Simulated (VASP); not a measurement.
Wanted: the native input for a VASP 6.6.1 run.

| Quantity | Value |
| --- | --- |
| Task | density of states |
| Functional | PBEsol |
| Potentials or basis | VASP PAW PBE potentials, release 64 (In_d, As) |
| Cutoff | 520 eV |
| k mesh | 11 × 11 × 11 |
| Occupations | fermi-dirac, width 0.08 eV |
| Spin | no spin polarisation |
| Dipole correction | no |
| k mesh for the DOS | 17 × 17 × 17 |
| Occupations for the DOS | tetrahedron |
| Further INCAR settings | ALGO = Normal; EDIFF = 1e-06 |

The system is InAs (zincblende type).

```
In As
1.0
     0.00000    2.49381    2.49381
     2.49381    0.00000    2.49381
     2.49381    2.49381    0.00000
In As
1 1
Direct
  0.00000 0.00000 0.00000
  0.25000 0.25000 0.25000
```

This cell differs from its parent crystal: volume scaled by 0.55.

The input as run:

POSCAR

```
InAs
1.0
    0.0000000000      2.4938092377      2.4938092377
    2.4938092377      0.0000000000      2.4938092377
    2.4938092377      2.4938092377      0.0000000000
In As
1 1
Direct
    0.0000000000      0.0000000000      0.0000000000
    0.2500000000      0.2500000000      0.2500000000
```

INCAR.step1

```
SYSTEM = InAs
PREC     = Accurate       ! precision mode
ENCUT    = 520            ! plane-wave cutoff, eV
EDIFF    = 1E-6           ! SCF threshold, eV
ISMEAR   = -1             ! smearing method
SIGMA    = 0.08           ! smearing width, eV
LREAL    = .FALSE.        ! projectors in reciprocal space
LASPH    = .TRUE.         ! aspherical terms in the spheres
NELM     = 60             ! most SCF steps
ALGO     = Normal         ! electronic algorithm
ISIF     = 2              ! what is computed and relaxed
LWAVE    = .FALSE.        ! write WAVECAR
LCHARG   = .TRUE.         ! write CHGCAR
GGA      = PS             ! functional
NBANDS   = 16             ! bands
```

KPOINTS.step1

```
regular mesh
0
G
  11 11 11
  0 0 0
```

INCAR.step2

```
SYSTEM = InAs
PREC     = Accurate       ! precision mode
ENCUT    = 520            ! plane-wave cutoff, eV
EDIFF    = 1E-6           ! SCF threshold, eV
ISMEAR   = -5             ! smearing method
SIGMA    = 0.08           ! smearing width, eV
LREAL    = .FALSE.        ! projectors in reciprocal space
LASPH    = .TRUE.         ! aspherical terms in the spheres
NELM     = 60             ! most SCF steps
ALGO     = Normal         ! electronic algorithm
ISIF     = 2              ! what is computed and relaxed
LWAVE    = .FALSE.        ! write WAVECAR
LCHARG   = .FALSE.        ! write CHGCAR
GGA      = PS             ! functional
LORBIT   = 10             ! projections on sites
NEDOS    = 2001           ! points of the DOS
ICHARG   = 11             ! starting density
```

KPOINTS.step2

```
regular mesh
0
G
  17 17 17
  0 0 0
```

Potentials or basis: VASP PAW PBE potentials, release 64 (In_d, As).

Launch:

```sh
$ cat potpaw_PBE.64/In_d/POTCAR potpaw_PBE.64/As/POTCAR > POTCAR
$ cp INCAR.step1 INCAR
$ cp KPOINTS.step1 KPOINTS
$ mpirun -np 1 vasp_std > vasp.out
$ cp INCAR.step2 INCAR
$ cp KPOINTS.step2 KPOINTS
$ mpirun -np 1 vasp_std > vasp.out
```

It gave:

The valence electrons inside the program's atomic spheres are In 12.67; As 3.46.

Caveat: spin-orbit coupling is left out, which moves the levels of the heavy elements.

Run time: 31 s on 1 thread of Intel(R) Xeon(R) 6975P-C (Granite Rapids), with other jobs on the host, peak memory 0.2 GiB.
